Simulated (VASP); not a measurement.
Runs of VASP 6.6.1 on Mg2BeSeO2. The structure is that of space group Cmmm (No. 65), or close to it. The cells are those of the table. 

| task | spin | cell | k mesh | cutoff (eV) | gap on the mesh (eV) | pressure (GPa) | moment (μB) | largest force (eV/Å) |
| --- | --- | --- | --- | --- | --- | --- | --- | --- |
| relaxation of cell and atoms | collinear, ferromagnetic start | relaxed from a = 4.867, b = 4.867, c = 4.037 Å, angles 90.0, 90.0, 118.0°, 6 atoms | 4 × 4 × 4 | 600 | none | -0.1 | 0.00 | 0.01 |
| single point | collinear, ferromagnetic start | a = 6.750, b = 6.750, c = 2.762 Å, angles 90.0, 90.0, 131.8°, 6 atoms | 4 × 4 × 6 | 520 | none | -0.1 | 0.00 | 0.01 |
| single point | off | a = 6.749, b = 6.749, c = 2.814 Å, angles 90.0, 90.0, 132.9°, 6 atoms | 8 × 8 × 14 | 520 | none | -0.2 | - | 0.01 |
| single point | collinear, ferromagnetic start | a = 6.737, b = 6.737, c = 2.864 Å, angles 90.0, 90.0, 134.0°, 6 atoms | 4 × 4 × 4 | 520 | none | -0.2 | 0.14 | 0.02 |
| single point | collinear, ferromagnetic start | a = 4.867, b = 4.867, c = 4.037 Å, angles 90.0, 90.0, 118.0°, 6 atoms | 4 × 4 × 4 | 520 | none | -5.1 | 0.00 | (a) |

Alike in all rows: level PBE; potentials or basis VASP PAW PBE potentials, release 64 (Mg, Be, Se, O); smearing gaussian 0.1 eV.

Question: Estimate the missing entries.

Answer: (a) 2.64.

Caveats: some runs use coarse meshes; forces of over 1 eV/Å act on the atoms, so gaps and moduli don't describe the material at rest (some runs).

A k mesh can miss the band edges, and the runs leave out spin-orbit coupling on Se.

A gap of «none» marks levels without a gap at the run's occupations.
